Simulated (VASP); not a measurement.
Crystal: Ti3Al.

```
Ti Al
1.0
     2.92754    0.00000    0.00000
    -1.46377    2.53533    0.00000
     0.00000    0.00000    9.22636
Ti Al
3 1
Direct
  0.66667 0.33333 0.00000
  0.33333 0.66667 0.75059
  0.33333 0.66667 0.24941
  0.66667 0.33333 0.50000
```

```yaml
Program: VASP 6.6.1
Task: relaxation of cell and atoms
Functional: LDA
Potentials_or_basis: VASP PAW LDA potentials, release 64 (Ti_sv, Al)
Cutoff: 600 eV
k_mesh: 12 × 12 × 4
Occupations: gaussian, width 0.1 eV
Spin: no spin polarisation
```

At the start: pressure -7.1 GPa; volume 17.12 Å³/atom.

Problem. Where does the relaxation end?

Solution. Over 15 steps the energy falls by 26.1 meV/atom and the volume is 16.02 Å³/atom (-6.4 %); space group P-6m2 (No. 187, to 0.1 Å) before and after.

Step by step:
```
step  energy change (eV)  largest force (eV/Å)  pressure (GPa)  volume (Å³)
   1              0.0000                0.1321           -7.11        68.48
   2             -0.0508                0.0135            6.07        61.22
   3             -0.1034                0.0678            0.03        64.11
   4             -0.1033                0.0691           -0.15        64.19
   5             -0.1041                0.0323           -0.18        64.18
   6             -0.1042                0.0182           -0.18        64.17
   7             -0.1042                0.0158           -0.17        64.17
   8             -0.1042                0.0079            0.13        64.01
   9             -0.1043                0.0115            0.08        64.07
  10             -0.1043                0.0126           -0.01        64.09
  11             -0.1043                0.0119           -0.01        64.08
  12             -0.1043                0.0119           -0.01        64.08
  13             -0.1043                0.0114            0.01        64.07
  14             -0.1043                0.0076            0.01        64.08
  15             -0.1043                0.0012            0.00        64.09
```

Final structure:
```xyz
4
Lattice="2.8597 0.0000 0.0000 -1.4299 2.4766 0.0000 0.0000 0.0000 9.0493" Properties=species:S:1:pos:R:3 pbc="T T T"
Ti    1.4299    0.8255    0.0000
Ti    0.0000    1.6511    6.8022
Ti    0.0000    1.6511    2.2471
Al    1.4299    0.8255    4.5247
```
